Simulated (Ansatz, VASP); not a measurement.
## CdS in VASP and in Ansatz

```
Cd S
1.0
     0.00000    2.91228    2.91228
     2.91228    0.00000    2.91228
     2.91228    2.91228    0.00000
Cd S
1 1
Cartesian
  0.0000 0.0000 0.0000
  4.3684 4.3684 4.3684
```

Alike in both runs: functional PBEsol; k mesh 14 × 14 × 14; occupations fermi-dirac, width 0.1 eV; no spin polarisation.

Ansatz relaxed the structure, and its values are those at the end. VASP's run is a single point on that final structure, the one shown.

|  | VASP | Ansatz |
| --- | --- | --- |
| version | VASP 6.6.1 | Ansatz 0.2.0 |
| potentials or method | VASP PAW PBE potentials, release 64 (Cd, S) | PAW with Ansatz's default frozen-core files, scalar-relativistic |
| plane-wave cutoff (eV) | 520 | 420 |
| valence electrons in the cell | 18 | 26 |

```csv
,VASP,Ansatz,Ansatz less VASP
pressure (GPa),0.4,0.0,-0.39
```

VASP's potentials were made for PBE, not for PBEsol. VASP's potentials hold 18 valence electrons a cell and Ansatz's 26, so a difference there can come from the potentials and not from the codes.
